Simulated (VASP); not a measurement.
Pt:

```
CELL_PARAMETERS angstrom
-1.58422 1.58422 1.58422
1.58422 -1.58422 1.58422
1.58422 1.58422 -1.58422
ATOMIC_POSITIONS crystal
Pt 0.00000 0.00000 0.00000
```

This isn't the form of Pt at room conditions, which is fcc.

| Quantity | Value |
| --- | --- |
| Program | VASP 6.6.1 |
| Task | relaxation of cell and atoms |
| Functional | PBEsol |
| Potentials or basis | VASP PAW PBE potentials, release 64 (Pt) |
| Cutoff | 600 eV |
| k mesh | 12 × 12 × 12 |
| Occupations | fermi-dirac, width 0.05 eV |
| Spin | no spin polarisation |

At the start: pressure -11.5 GPa; volume 15.90 Å³/atom.

Where does the relaxation end?

Over 7 steps the energy falls by 27.3 meV/atom and the volume is 15.18 Å³/atom (-4.5 %); space group Im-3m (No. 229, to 0.1 Å) before and after.

The path:
```tsv
step	energy change (eV)	largest force (eV/Å)	pressure (GPa)	volume (Å³)
1	0.0000	0.0000	-11.48	15.90
2	0.2017	0.0000	47.52	13.42
3	-0.0272	0.0000	-0.57	15.21
4	-0.0273	0.0000	-0.11	15.19
5	-0.0273	0.0000	0.14	15.17
6	-0.0273	0.0000	-0.30	15.20
7	-0.0273	0.0000	-0.01	15.18
```

Final structure:
```cif
data_structure
_symmetry_space_group_name_H-M 'P 1'
_symmetry_Int_Tables_number 1
_cell_length_a 2.7017
_cell_length_b 2.7017
_cell_length_c 2.7017
_cell_angle_alpha 109.471
_cell_angle_beta 109.471
_cell_angle_gamma 109.471
_cell_volume 15.18
loop_
_atom_site_label
_atom_site_type_symbol
_atom_site_fract_x
_atom_site_fract_y
_atom_site_fract_z
_atom_site_occupancy
Pt1 Pt 0.00000 0.00000 0.00000 1
```

Caveat: the PAW data sets were made with another functional, which shifts forces and pressure a little.
